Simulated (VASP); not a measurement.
# HfN (Pm-3m) in VASP: notebook

Runs on HfN. Level: PBE. Tasks: single point.

Everything below comes from runs of VASP 6.6.1. Logs are shortened: lines on timing, memory, paths and dates and some standing lists are left out, and cuts for length are marked.

### 1 The cell of the first run

Symmetry: Pm-3m, No. 221, cubic system. Conventional cell: a = 2.787 Å, b = 2.787 Å, c = 2.787 Å, α = 90.00°, β = 90.00°, γ = 90.00°. Hf (site symmetry m-3m) has 8 N at 2.41 Å and 6 Hf at 2.79 Å within 3.2 Å. N (site symmetry m-3m) has 8 Hf at 2.41 Å and 6 N at 2.79 Å within 3.2 Å.

### 2 Single point, PBE

INCAR

```
SYSTEM = HfN
  ALGO = Normal
  EDIFF = 1E-6
  ENCUT = 520
  GGA = PE
  ISIF = 2
  ISMEAR = -1
  LASPH = .TRUE.
  LCHARG = .TRUE.
  LELF = .TRUE.
  LREAL = .FALSE.
  LVHAR = .TRUE.
  LWAVE = .FALSE.
  NBANDS = 14
  NELM = 60
  PREC = Accurate
  SIGMA = 0.05
```

KPOINTS

```
k-points
0
G
  9 9 9
  0 0 0
```

POSCAR

```
HfN
1.0
    2.7868492385      0.0000000000      0.0000000000
    0.0000000000      2.7868492385      0.0000000000
    0.0000000000      0.0000000000      2.7868492385
Hf N
1 1
Direct
    0.5000000000      0.5000000000      0.5000000000
    0.0000000000      0.0000000000      0.0000000000
```

Potentials or basis: VASP PAW PBE potentials, release 64 (Hf_pv, N).

Launch:

```console
cat potpaw_PBE.64/Hf_pv/POTCAR potpaw_PBE.64/N/POTCAR > POTCAR
mpirun -np 1 vasp_std > vasp.out
```

OUTCAR:

```text
SYSTEM = HfN
   EDIFF = 1E-6
   ENCUT = 520
   GGA = PE
   ISIF = 2
   ISMEAR = -1
   LASPH = .TRUE.
   LREAL = .FALSE.
   NELM = 60
   PREC = Accurate

 ion  position               nearest neighbor table
   1  0.500  0.500  0.500-   2 2.41   2 2.41   2 2.41   2 2.41   2 2.41   2 2.41   2 2.41   2 2.41

   2  0.000  0.000  0.000-   1 2.41   1 2.41   1 2.41   1 2.41   1 2.41   1 2.41   1 2.41   1 2.41

  LATTYP: Found a simple cubic cell.
 ALAT       =     2.7868492385

  Lattice vectors:

 A1 = (   2.7868492385,   0.0000000000,   0.0000000000)
 A2 = (   0.0000000000,   2.7868492385,   0.0000000000)
 A3 = (   0.0000000000,   0.0000000000,   2.7868492385)

Analysis of symmetry for initial positions (statically):
=====================================================================
 Subroutine PRICEL returns:
 Original cell was already a primitive cell.

 Routine SETGRP: Setting up the symmetry group for a
 simple cubic supercell.

 Subroutine GETGRP returns: Found 48 space group operations
 (whereof 48 operations were pure point group operations)
 out of a pool of 48 trial point group operations.

The static configuration has the point symmetry O_h .

Analysis of symmetry for dynamics (positions and initial velocities):
=====================================================================
 Subroutine PRICEL returns:
 Original cell was already a primitive cell.

 Routine SETGRP: Setting up the symmetry group for a
 simple cubic supercell.

 Subroutine GETGRP returns: Found 48 space group operations
 (whereof 48 operations were pure point group operations)
 out of a pool of 48 trial point group operations.

The dynamic configuration has the point symmetry O_h .

 Subroutine INISYM returns: Found 48 space group operations
 (whereof 48 operations are pure point group operations),
 and found     1 'primitive' translations

----------------------------------------------------------------------------------------

                                     Primitive cell

  volume of cell :      21.6441

  direct lattice vectors                    reciprocal lattice vectors
     2.786849238  0.000000000  0.000000000     0.358828166  0.000000000  0.000000000
     0.000000000  2.786849238  0.000000000     0.000000000  0.358828166  0.000000000
[... 92 lines left out ...]
   ISYM   =      2    0-nonsym 1-usesym 2-fastsym
   POTIM  = 0.5000    time-step for ionic-motion
   TEBEG  =    0.0;   TEEND  =   0.0 temperature during run
   PSTRESS=    0.0 pullay stress
   NELECT =      15.0000    total number of electrons
   NUPDOWN=      -1.0000    fix difference up-down
   EMIN   =  10.00;   EMAX   =-10.00  energy-range for DOS
   EFERMI =   0.00;   METHOD = LEGACY
   ISMEAR =    -1;   SIGMA  =   0.05  broadening in eV -4-tet -1-fermi 0-gaus
   EFERMI_NEDOS =   21; number of points for ismear=-14 and -15
   IALGO  =     38    algorithm
   IMIX   =      4    mixing-type and parameters
     AMIX     =   0.40;   BMIX     =  1.00
     AMIX_MAG =   1.60;   BMIX_MAG =  1.00
  volume/ion in A,a.u.               =      10.82        73.03
  Fermi-wavevector in a.u.,A,eV,Ry     =   1.448744  2.737730 28.556729  2.098860
  Thomas-Fermi vector in A             =   2.566550
   LORBIT       =      0    0 simple, 1 ext, 2 COOP (PROOUT), +10 PAW based schemes
   GGA     = PE    functional components
   LHFCALC =     F    Hartree Fock is set to
   AEXX    =    0.0000 exact exchange contribution
   IVDW    =     0    specifies the selected vdW correction
   LEPSILON=     F    determine dielectric tensor
   LRPA    =     F    only Hartree local field effects (RPA)
 non-spin polarized calculation
  energy-cutoff  :      520.00
  volume of cell :       21.64
 maximum number of plane-waves:       594
 NGX is ok and might be reduce to    24
   NGX = 11   NGY = 11   NGZ = 11

 number of electron      15.0000005 magnetization

 Free energy of the ion-electron system (eV)
  ---------------------------------------------------
  ext. energy  EPLUGINS =         0.00000000
  ---------------------------------------------------
  free energy    TOTEN  =       -19.75288700 eV

  energy without entropy =      -19.74217696  energy(sigma->0) =      -19.74753198

 E-fermi :   7.8371     XC(G=0): -13.1498

 val. band max:        7.8287319271   @ k =   0.1111   0.1111   0.0000
 cond. band min:       7.9054767643   @ k =   0.4444   0.3333   0.1111
 fundamental gap:      0.0767448372
 Fermi energy:         7.8371204698

 k-point     1 :       0.0000    0.0000    0.0000
  band No.  band energies     occupation
      1     -22.2580      2.00000
      2     -22.2580      2.00000
      3     -22.2580      2.00000
      4      -8.5822      2.00000
      5       5.2395      2.00000
      6       5.2395      2.00000
      7       6.7196      2.00000
      8       6.7196      2.00000
      9       6.7196      2.00000
     10      11.6735      0.00000
     11      14.4287      0.00000
     12      14.4287      0.00000
     13      14.4287      0.00000
     14      20.9606      0.00000
[... 377 lines left out ...]
      1     -23.4810      2.00000
      2     -23.1380      2.00000
      3     -22.1802      2.00000
      4      -6.3793      2.00000
      5       2.3786      2.00000
      6       3.4092      2.00000
      7       5.9763      2.00000
      8       7.9055      0.40617
      9      11.1553      0.00000
     10      11.6595      0.00000
     11      13.5098      0.00000
     12      14.9683      0.00000
     13      19.0777      0.00000
     14      20.9665      0.00000

 [... further k-points ...]

------------------------ aborting loop because EDIFF is reached ----------------------------------------

  FORCE on cell =-STRESS in cart. coord.  units (eV):
  Direction    XX          YY          ZZ          XY          YZ          ZX
  --------------------------------------------------------------------------------------
  -------------------------------------------------------------------------------------
  Total        1.0278750      1.0278750      1.0278750      0.0000000      0.0000000      0.0000000
  in kB       76.0870006     76.0870006     76.0870006      0.0000000      0.0000000      0.0000000
  external PRESSURE =      76.0870006 kB  Pullay stress =       0.0000000 kB

 VOLUME and BASIS-vectors are now :
 -----------------------------------------------------------------------------
  energy-cutoff  :      520.00
  volume of cell :       21.64
      direct lattice vectors                 reciprocal lattice vectors
     2.786849238  0.000000000  0.000000000     0.358828166  0.000000000  0.000000000
     0.000000000  2.786849238  0.000000000     0.000000000  0.358828166  0.000000000
     0.000000000  0.000000000  2.786849238     0.000000000  0.000000000  0.358828166

 POSITION                                       TOTAL-FORCE (eV/Angst)
 -----------------------------------------------------------------------------------
      1.39342      1.39342      1.39342         0.000000      0.000000      0.000000
      0.00000      0.00000      0.00000         0.000000      0.000000      0.000000
 -----------------------------------------------------------------------------------
    total drift:                                0.000000     -0.000000     -0.000000

  FREE ENERGIE OF THE ION-ELECTRON SYSTEM (eV)
  ---------------------------------------------------
  free  energy   TOTEN  =       -19.7528869974 eV

  energy  without entropy=      -19.7421769633  energy(sigma->0) =      -19.74753198
```

stdout:

```text
POSCAR found type information on POSCAR HfN
 POSCAR found :  2 types and       2 ions
 scaLAPACK will be used
 LDA part: xc-table for (Slater+PW92), standard interpolation
 POSCAR, INCAR and KPOINTS ok, starting setup
 FFT: planning ... GRIDC
 FFT: planning ... GRID_SOFT
 FFT: planning ... GRID
 WAVECAR not read
 entering main loop
```

It took 4.4 s on 1 thread of Intel Xeon 6975P-C (Granite Rapids), shared host; peak memory 0.14 GiB.

What came out:

```
Free energy : -19.7529 eV
Pressure    : 7.6 GPa
```

Levels at points of the mesh, in eV from the Fermi level:
```tsv
k point	band 4	band 5	band 6	band 7	band 8	band 9	band 10	band 11	band 12	band 13
(0.00, 0.00, 0.00)	-16.42	-2.60	-2.60	-1.12	-1.12	-1.12	3.84	6.59	6.59	6.59
```

Caveat: spin-orbit coupling is left out, which moves the levels of the heavy elements.

### 3 Single point, PBE

This run uses another cell than the first one, of 11.05 Å³/atom, 1.021 times its volume.

INCAR

```
ALGO = Normal
EDIFF = 1E-7
ENCUT = 520
GGA = PE
ISIF = 2
ISMEAR = -1
LASPH = True
LCHARG = False
LREAL = False
LWAVE = False
NBANDS = 14
NELM = 60
PREC = Accurate
SIGMA = 0.05
```

KPOINTS

```
k-points
0
Gamma
  9 9 9
```

POSCAR

```
HfN
1.0
    2.8060694958      0.0000000000      0.0000000000
    0.0000000000      2.8060694958      0.0000000000
    0.0000000000      0.0000000000      2.8060694958
Hf N
1 1
Direct
    0.5000000000      0.5000000000      0.5000000000
    0.0000000000      0.0000000000      0.0000000000
```

Potentials or basis: VASP PAW PBE potentials, release 64 (Hf_pv, N).

Launch:

```console
cat potpaw_PBE.64/Hf_pv/POTCAR potpaw_PBE.64/N/POTCAR > POTCAR
mpirun -np 1 vasp_std > vasp.out
```

It took 4.1 s on 1 thread of Intel Xeon 6975P-C (Granite Rapids), shared host; peak memory 0.14 GiB.

The run converged. Its results:

```yaml
Free_energy: -19.7670 eV
Pressure: 2.3 GPa
```

Levels at points of the mesh, in eV from the Fermi level:
| k point | band 4 | band 5 | band 6 | band 7 | band 8 | band 9 | band 10 | band 11 | band 12 | band 13 |
| --- | --- | --- | --- | --- | --- | --- | --- | --- | --- | --- |
| (0.00, 0.00, 0.00) | -16.28 | -2.51 | -2.51 | -1.11 | -1.11 | -1.11 | 3.56 | 6.45 | 6.45 | 6.45 |

Caveat: spin-orbit coupling is left out, which moves the levels of the heavy elements.

### 4 Single point, PBE

This run uses another cell than the first one, of 10.60 Å³/atom, 0.979 times its volume.

INCAR

```
PREC = Accurate ; ENCUT = 520
EDIFF = 1E-6 ; ISMEAR = -1
SIGMA = 0.05 ; LREAL = F
LASPH = T ; NELM = 80
ALGO = Normal ; ISIF = 2
LWAVE = F ; LCHARG = F
GGA = PE ; NBANDS = 14
```

KPOINTS

```
Automatic mesh
0
Gamma
  9 9 9
```

POSCAR

```
HfN
1.0
    2.7673601447      0.0000000000      0.0000000000
    0.0000000000      2.7673601447      0.0000000000
    0.0000000000      0.0000000000      2.7673601447
Hf N
1 1
Direct
    0.5000000000      0.5000000000      0.5000000000
    0.0000000000      0.0000000000      0.0000000000
```

Launch:

```console
cat potpaw_PBE.64/Hf_pv/POTCAR potpaw_PBE.64/N/POTCAR > POTCAR
mpirun -np 1 vasp_std > vasp.out
```

Run time: 4.2 s. Hardware: 1 thread of Intel Xeon 6975P-C (Granite Rapids), shared host; peak memory 0.14 GiB.

Results (log left out):

- Free energy: -19.7229 eV
- Pressure: 13.5 GPa

Levels at points of the mesh, in eV from the Fermi level:
| k point | band 6 | band 7 | band 8 | band 9 | band 10 | band 11 |
| --- | --- | --- | --- | --- | --- | --- |
| (0.00, 0.00, 0.00) | -2.68 | -1.13 | -1.13 | -1.13 | 4.13 | 6.73 |

Caveat: spin-orbit coupling is left out, which moves the levels of the heavy elements.

### 5 Single point, PBE

INCAR

```
PREC     = Accurate       # precision mode
ENCUT    = 520            # plane-wave cutoff, eV
EDIFF    = 1E-6           # SCF threshold, eV
ISMEAR   = -1             # smearing method
SIGMA    = 0.05           # smearing width, eV
LREAL    = F              # projectors in reciprocal space
LASPH    = T              # aspherical terms in the spheres
NELM     = 60             # most SCF steps
ALGO     = Normal         # electronic algorithm
ISIF     = 2              # what is computed and relaxed
LWAVE    = F              # write WAVECAR
LCHARG   = T              # write CHGCAR
GGA      = PE             # functional
LELF     = T              # ELF
LVHAR    = T            
NBANDS   = 14             # bands
```

KPOINTS is that of step 4.

POSCAR

```
HfN
1.0
    2.7868492385      0.0000000000      0.0000000000
    0.0000000000      2.7868492385      0.0000000000
    0.0000000000      0.0000000000      2.7868492385
Hf N
1 1
Direct
    0.5000000000      0.5000000000      0.5000000000
    0.0000000000      0.0000000000      0.0000000000
```

Launch:

```console
cat potpaw_PBE.64/Hf_pv/POTCAR potpaw_PBE.64/N/POTCAR > POTCAR
mpirun -np 1 vasp_std > vasp.out
```

It took 4.4 s on 1 thread of Intel Xeon 6975P-C (Granite Rapids), shared host; peak memory 0.14 GiB.

It converged, with:

```
Free energy : -19.7529 eV
Pressure    : 7.6 GPa
```

Levels at points of the mesh, in eV from the Fermi level:
```csv
k point,band 4,band 5,band 6,band 7,band 8,band 9,band 10,band 11,band 12,band 13
"(0.00, 0.00, 0.00)",-16.42,-2.60,-2.60,-1.12,-1.12,-1.12,3.84,6.59,6.59,6.59
```

Caveat: spin-orbit coupling is left out, which moves the levels of the heavy elements.

### 6 Overview

| cell | gap on the mesh (eV) | pressure (GPa) |
| --- | --- | --- |
| a = 2.787 Å, 2 atoms | none | 7.6 |
| a = 2.806 Å, 2 atoms | none | 2.3 |
| a = 2.767 Å, 2 atoms | none | 13.5 |

Alike in all rows: task single point; level PBE; potentials or basis VASP PAW PBE potentials, release 64 (Hf_pv, N); no spin polarisation; k mesh 9 × 9 × 9; cutoff (eV) 520; smearing fermi-dirac 0.05 eV.

Caveats: spin-orbit coupling is left out, which moves the levels of the heavy elements.

Absolute energies hang on the potentials; compare differences alone.
